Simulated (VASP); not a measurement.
# H8C21 in VASP: single point with LDA

Aim: the single point of H8C21 with LDA.

All numbers are computed with VASP 6.6.1; they aren't measurements. Logs are shortened: lines on timing, memory, paths and dates and some standing lists are left out, and cuts for length are marked.

## 1. The cell of the first run

The cell holds a slab with vacuum, 29 atoms: a = 5.049 Å, b = 5.049 Å, c = 16.165 Å, α = 90.00°, β = 90.00°, γ = 90.00°.

## 2. Single point, LDA, collinear spin

The input, INCAR:

```
PREC = Accurate
ENCUT = 520
EDIFF = 1E-6
ISMEAR = 0
SIGMA = 0.02
LREAL = Auto
LASPH = T
NELM = 150
ALGO = Normal
ISIF = 2
LWAVE = F
LCHARG = T
ISPIN = 2
MAGMOM = 0 0 0 0 0 0 0 0 0 0 0 0 0 0 0 0 0 0 0 0 0 0 0 0 0 0 0 0 1
LORBIT = 11
GGA = CA
LELF = T
LVHAR = T
NBANDS = 70
```

The input, KPOINTS:

```
regular mesh
0
Gamma
  3 3 1
```

The input, POSCAR:

```
H8C21
1.0
    5.0487420000      0.0000000000      0.0000000000
    0.0000000000      5.0487420000      0.0000000000
    0.0000000000      0.0000000000     16.1647000000
H C
8 21
Direct
    0.4277868000      0.0000000000      0.0618632000
    0.0722132000      0.0000000000      0.0618632000
    0.9277868000      0.0000000000      0.0618632000
    0.5722132000      0.0000000000      0.0618632000
    0.4277868000      0.5000000000      0.0618632000
    0.0722132000      0.5000000000      0.0618632000
    0.9277868000      0.5000000000      0.0618632000
    0.5722132000      0.5000000000      0.0618632000
    0.2500000000      0.0000000000      0.1011278000
    0.7500000000      0.0000000000      0.1011278000
    0.2500000000      0.5000000000      0.1011278000
    0.7500000000      0.5000000000      0.1011278000
    0.2500000000      0.2500000000      0.1563407000
    0.7500000000      0.2500000000      0.1563407000
    0.2500000000      0.7500000000      0.1563407000
    0.7500000000      0.7500000000      0.1563407000
   -0.0044467867      0.2499785157      0.2063552795
    0.5044518945      0.2500575289      0.2063599327
    0.0015469586      0.7499933056      0.2156220223
    0.4984674902      0.7500144309      0.2156293113
   -0.0005759793      0.0136773598      0.2677959578
    0.5005341525      0.0137652111      0.2677889462
   -0.0006167407      0.4862382818      0.2677888819
    0.5006065530      0.4862958821      0.2678022418
    0.2499414277      0.1131740615      0.3083189417
    0.7499610311      0.0748435946      0.3164591227
    0.2500137223      0.3869239471      0.3083232837
    0.7499982427      0.4250179673      0.3164822136
    0.7499985141      0.2498796522      0.3863434488
```

Potentials or basis: VASP PAW LDA potentials, release 64 (H, C).

Command:

```sh
cat potpaw_LDA.64/H/POTCAR potpaw_LDA.64/C/POTCAR > POTCAR
mpirun -np 1 vasp_std > vasp.out
```

OUTCAR:

```text
PREC = Accurate
   ENCUT = 520
   EDIFF = 1E-6
   ISMEAR = 0
   LREAL = Auto
   LASPH = T
   NELM = 150
   ISIF = 2
   ISPIN = 2
   LORBIT = 11
   GGA = CA

 ion  position               nearest neighbor table
   1  0.428  0.000  0.062-   4 0.73   9 1.10
   2  0.072  0.000  0.062-   3 0.73   9 1.10
   3  0.928  0.000  0.062-   2 0.73  10 1.10
   4  0.572  0.000  0.062-   1 0.73  10 1.10
   5  0.428  0.500  0.062-   8 0.73  11 1.10
   6  0.072  0.500  0.062-   7 0.73  11 1.10
   7  0.928  0.500  0.062-   6 0.73  12 1.10
   8  0.572  0.500  0.062-   5 0.73  12 1.10
   9  0.250  0.000  0.101-   1 1.10   2 1.10  13 1.55  15 1.55
  10  0.750  0.000  0.101-   3 1.10   4 1.10  14 1.55  16 1.55
  11  0.250  0.500  0.101-   5 1.10   6 1.10  13 1.55  15 1.55
  12  0.750  0.500  0.101-   7 1.10   8 1.10  14 1.55  16 1.55
  13  0.250  0.250  0.156-  17 1.52  18 1.52   9 1.55  11 1.55
  14  0.750  0.250  0.156-  17 1.48  18 1.48  10 1.55  12 1.55
[... 8 lines left out ...]
  23  0.999  0.486  0.268-  27 1.51  28 1.52  17 1.55  19 1.58
  24  0.501  0.486  0.268-  27 1.51  28 1.52  18 1.55  20 1.58
  25  0.250  0.113  0.308-  27 1.38  21 1.51  22 1.51
  26  0.750  0.075  0.316-  29 1.43  22 1.52  21 1.52  28 1.77
  27  0.250  0.387  0.308-  25 1.38  24 1.51  23 1.51
  28  0.750  0.425  0.316-  29 1.43  24 1.52  23 1.52  26 1.77
  29  0.750  0.250  0.386-  26 1.43  28 1.43

  LATTYP: Found a simple tetragonal cell.
 ALAT       =     5.0487420000
 C/A-ratio  =     3.2017282721

  Lattice vectors:

 A1 = (   5.0487420000,   0.0000000000,   0.0000000000)
 A2 = (   0.0000000000,   5.0487420000,   0.0000000000)
 A3 = (   0.0000000000,   0.0000000000,  16.1647000000)

Analysis of symmetry for initial positions (statically):
=====================================================================
 Subroutine PRICEL returns:
 Original cell was already a primitive cell.

 Routine SETGRP: Setting up the symmetry group for a
 simple tetragonal supercell.

 Subroutine GETGRP returns: Found  1 space group operations
 (whereof  1 operations were pure point group operations)
 out of a pool of 16 trial point group operations.

The static configuration has the point symmetry C_1 .

Analysis of symmetry for dynamics (positions and initial velocities):
=====================================================================
 Subroutine PRICEL returns:
 Original cell was already a primitive cell.

 Routine SETGRP: Setting up the symmetry group for a
 simple tetragonal supercell.

 Subroutine GETGRP returns: Found  1 space group operations
[... 193 lines left out ...]
  ---------------------------------------------------
  ext. energy  EPLUGINS =         0.00000000
  ---------------------------------------------------
  free energy    TOTEN  =      -217.02130859 eV

  energy without entropy =     -217.02130859  energy(sigma->0) =     -217.02130859

 E-fermi :   0.6314     XC(G=0):  -5.5228

 val. band max:        0.4762098125   @ k =   0.0000   0.3333   0.0000
 cond. band min:       1.0762188925   @ k =   0.3333   0.0000   0.0000
 fundamental gap:      0.6000090800
 Fermi energy:         0.6313617858

 spin component 1

 k-point     1 :       0.0000    0.0000    0.0000
  band No.  band energies     occupation
      1     -21.4135      1.00000
      2     -19.2101      1.00000
      3     -17.1088      1.00000
      4     -17.0642      1.00000
      5     -16.5961      1.00000
      6     -16.5364      1.00000
[... 294 lines left out ...]
     57       6.0846      0.00000
     58       6.5105      0.00000
 Fermi energy:         0.6313617858

 spin component 2

 k-point     1 :       0.0000    0.0000    0.0000
  band No.  band energies     occupation
      1     -21.3410      1.00000
      2     -19.1156      1.00000
      3     -17.0444      1.00000
      4     -16.8974      1.00000
      5     -16.5749      1.00000
      6     -16.5025      1.00000
[... 294 lines left out ...]
     57       6.1428      0.00000
     58       6.6194      0.00000
 [bands above 58 left out]

------------------------ aborting loop because EDIFF is reached ----------------------------------------

  FORCE on cell =-STRESS in cart. coord.  units (eV):
  Direction    XX          YY          ZZ          XY          YZ          ZX
  --------------------------------------------------------------------------------------
  -------------------------------------------------------------------------------------
  Total       68.5070721    -14.2208578     -5.2583196     -0.0082827      0.0073070      0.0078942
  in kB      266.3863603    -55.2971021    -20.4467156     -0.0322069      0.0284130      0.0306961
  external PRESSURE =      63.5475142 kB  Pullay stress =       0.0000000 kB

 VOLUME and BASIS-vectors are now :
 -----------------------------------------------------------------------------
  energy-cutoff  :      520.00
  volume of cell :      412.03
      direct lattice vectors                 reciprocal lattice vectors
     5.048742000  0.000000000  0.000000000     0.198069143  0.000000000  0.000000000
     0.000000000  5.048742000  0.000000000     0.000000000  0.198069143  0.000000000
     0.000000000  0.000000000 16.164700000     0.000000000  0.000000000  0.061863196

 POSITION                                       TOTAL-FORCE (eV/Angst)
 -----------------------------------------------------------------------------------
      2.15979      0.00000      1.00000        -8.931367     -0.036343      0.045529
      0.36459      0.00000      1.00000         8.931302     -0.036074      0.045737
      4.68416      0.00000      1.00000        -8.937702     -0.056207      0.044084
      2.88896      0.00000      1.00000         8.937645     -0.056495      0.043829
      2.15979      2.52437      1.00000        -8.931473      0.035983      0.045561
      0.36459      2.52437      1.00000         8.931420      0.036242      0.045379
[... 21 lines left out ...]
      3.78655      2.14581      5.11584         0.001219      0.060587      0.006219
      3.78655      1.26158      6.24513        -0.000485      0.008205      0.153578
 -----------------------------------------------------------------------------------
    total drift:                                0.000937      0.001846      0.041738

  FREE ENERGIE OF THE ION-ELECTRON SYSTEM (eV)
  ---------------------------------------------------
  free  energy   TOTEN  =      -217.0213085925 eV

  energy  without entropy=     -217.0213085925  energy(sigma->0) =     -217.02130859

 total charge

# of ion       s       p       d       tot
------------------------------------------
    1        0.729   0.102   0.000   0.831
    2        0.729   0.102   0.000   0.831
    3        0.729   0.102   0.000   0.831
    4        0.729   0.102   0.000   0.831
    5        0.729   0.102   0.000   0.831
    6        0.729   0.102   0.000   0.831
[... 21 lines left out ...]
   28        0.850   1.689   0.000   2.539
   29        0.876   1.529   0.000   2.405
--------------------------------------------------
tot         23.406  37.276   0.000  60.682

 magnetization (x)

# of ion       s       p       d       tot
------------------------------------------
    1        0.001   0.000   0.000   0.001
    2        0.001   0.000   0.000   0.001
    3        0.000   0.000   0.000   0.000
    4        0.000   0.000   0.000   0.000
    5        0.001   0.000   0.000   0.001
    6        0.001   0.000   0.000   0.001
[... 21 lines left out ...]
   28        0.005   0.092   0.000   0.097
   29        0.086   0.594   0.000   0.680
--------------------------------------------------
tot          0.150   0.986   0.000   1.136
```

Run time: 10 min. Hardware: 1 thread of AMD EPYC 7R43 (Zen 3), shared host; peak memory 0.44 GiB.

What came out:

```
Free energy                                           : -217.0213 eV
Largest force                                         : 8.938 eV/Å
Band gap on the k mesh                                : 0.60 eV (least direct gap 0.81 eV)
Net moment                                            : 2.00 μB per cell
Site moments                                          : H +0.00; C +0.00, +0.02, +0.01, -0.00, +0.03, +0.10, +0.68 (each value once) μB
Valence electrons inside the program's atomic spheres : H 0.83; C 2.68, 2.59, 2.64, 2.52, 2.50, 2.61, 2.48, 2.56, 2.58, 2.54, 2.40 (each value once)
```

Forces on the atoms (eV/Å):
```
H   -8.931 -0.036  0.046
H    8.931 -0.036  0.046
H   -8.938 -0.056  0.044
H    8.938 -0.056  0.044
H   -8.931  0.036  0.046
H    8.931  0.036  0.045
H   -8.937  0.056  0.044
H    8.937  0.056  0.044
C    0.001 -0.101  1.458
C   -0.001 -0.201  1.379
C   -0.001  0.101  1.457
C    0.000  0.201  1.379
C    0.001  0.002 -3.218
C    0.000  0.000 -3.936
C    0.001 -0.002  0.316
C    0.000  0.002  0.518
C   -0.016  0.001 -0.021
C    0.013 -0.009 -0.023
C   -0.007 -0.004  0.010
C    0.003  0.001  0.007
C   -0.006 -0.051 -0.008
C    0.002 -0.060 -0.006
C    0.010  0.060 -0.003
C   -0.006  0.056 -0.005
C    0.012 -0.068  0.086
C    0.002 -0.055  0.010
C   -0.009  0.057  0.082
C    0.001  0.061  0.006
C    0.000  0.008  0.154
```

Levels at points of the mesh, in eV from the valence-band top:
Spin up:
```csv
k point,band 44,band 45,band 46,band 47,band 48,band 49,band 50,band 51
"(0.00, 0.00, 0.00)",-1.03,-0.88,-0.20,-0.05,1.01,2.11,3.36,3.52
```
Spin down:
```csv
k point,band 41,band 42,band 43,band 44,band 45,band 46,band 47,band 48,band 49,band 50
"(0.00, 0.00, 0.00)",-3.30,-3.15,-1.97,-1.02,-0.68,0.79,1.10,1.31,2.12,3.38
```
